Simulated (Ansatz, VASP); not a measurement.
**Two plane-wave programs on Sc3Al5N8**

INCAR

```
SYSTEM = Sc3Al5N8
ALGO = Normal ; EDIFF = 1E-7
ENCUT = 520 ; GGA = PS
ISIF = 2 ; ISMEAR = 0
LASPH = .True. ; LCHARG = .True.
LELF = .True. ; LREAL = Auto
LVHAR = .True. ; LWAVE = .False.
NBANDS = 58 ; NELM = 60
PREC = Accurate ; SIGMA = 0.1
```

The input KPOINTS:

```
k-points
0
Gamma
  4 3 3
  0 0 0
```

Contents of POSCAR:

```
Sc3Al5N8
1.0
    0.0000000000      0.0000000000     -5.2778857600
    3.2985461500      5.7132495300      0.0000000000
    3.2985461500     -5.7132495300      0.0000000000
Sc Al N
3 5 8
Direct
    0.0000000000      0.1666666700      0.3333333300
    0.0000000000      0.1666666700      0.8333333300
    0.5000000000      0.3333333300      0.6666666700
    0.0000000000      0.6666666700      0.3333333300
    0.0000000000      0.6666666700      0.8333333300
    0.5000000000      0.3333333300      0.1666666700
    0.5000000000      0.8333333300      0.6666666700
    0.5000000000      0.8333333300      0.1666666700
    0.6200000000      0.1666666700      0.3333333300
    0.6200000000      0.1666666700      0.8333333300
    0.6200000000      0.6666666700      0.3333333300
    0.6200000000      0.6666666700      0.8333333300
    0.1200000000      0.3333333300      0.6666666700
    0.1200000000      0.3333333300      0.1666666700
    0.1200000000      0.8333333300      0.6666666700
    0.1200000000      0.8333333300      0.1666666700
```

Input for Ansatz:

```yaml
crystal:
  lattice:
    - [0.0, 0.0, -5.27788576]
    - [3.29854615, 5.71324953, 0.0]
    - [3.29854615, -5.71324953, 0.0]
  atoms:
    - { symbol: Sc, position: [0.0, 0.16666667, 0.33333333] }
    - { symbol: Sc, position: [0.0, 0.16666667, 0.83333333] }
    - { symbol: Al, position: [0.0, 0.66666667, 0.33333333] }
    - { symbol: Al, position: [0.0, 0.66666667, 0.83333333] }
    - { symbol: Sc, position: [0.5, 0.33333333, 0.66666667] }
    - { symbol: Al, position: [0.5, 0.33333333, 0.16666667] }
    - { symbol: Al, position: [0.5, 0.83333333, 0.66666667] }
    - { symbol: Al, position: [0.5, 0.83333333, 0.16666667] }
    - { symbol: "N", position: [0.62, 0.16666667, 0.33333333] }
    - { symbol: "N", position: [0.62, 0.16666667, 0.83333333] }
    - { symbol: "N", position: [0.62, 0.66666667, 0.33333333] }
    - { symbol: "N", position: [0.62, 0.66666667, 0.83333333] }
    - { symbol: "N", position: [0.12, 0.33333333, 0.66666667] }
    - { symbol: "N", position: [0.12, 0.33333333, 0.16666667] }
    - { symbol: "N", position: [0.12, 0.83333333, 0.66666667] }
    - { symbol: "N", position: [0.12, 0.83333333, 0.16666667] }
basis:
  ecutwfc: 420
kpoints:
  mp_grid: { grid: [4, 3, 3] }
hamiltonian:
  xc: pbesol
scf:
  occupations: { method: gaussian, width: 0.1 }
output:
  forces: true
  stress: true
  eigenvalues: true
```

Alike in both runs: task single point; functional PBEsol; k mesh 4 × 3 × 3; occupations gaussian, width 0.1 eV; no spin polarisation.

|  | VASP | Ansatz |
| --- | --- | --- |
| version | VASP 6.6.1 | Ansatz 0.2.0 |
| potentials or method | VASP PAW PBE potentials, release 64 (Sc_sv, Al, N), cutoff 520 eV | scalar-relativistic, plane waves, PAW |
| valence electrons in the cell | 88 | 88 |

Ansatz gave:

- gap on the k mesh at the Fermi level (eV): 3.23
- least direct gap on the mesh (eV): 3.43
- pressure (GPa): -6.0
- rms of the force components (eV/Å): 0.983

Question: Which values does VASP return?

Answer: gap on the k mesh at the Fermi level (eV): 3.24; least direct gap on the mesh (eV): 3.44; pressure (GPa): -5.6; rms of the force components (eV/Å): 1.010.

VASP's potentials were made for PBE, not for PBEsol.
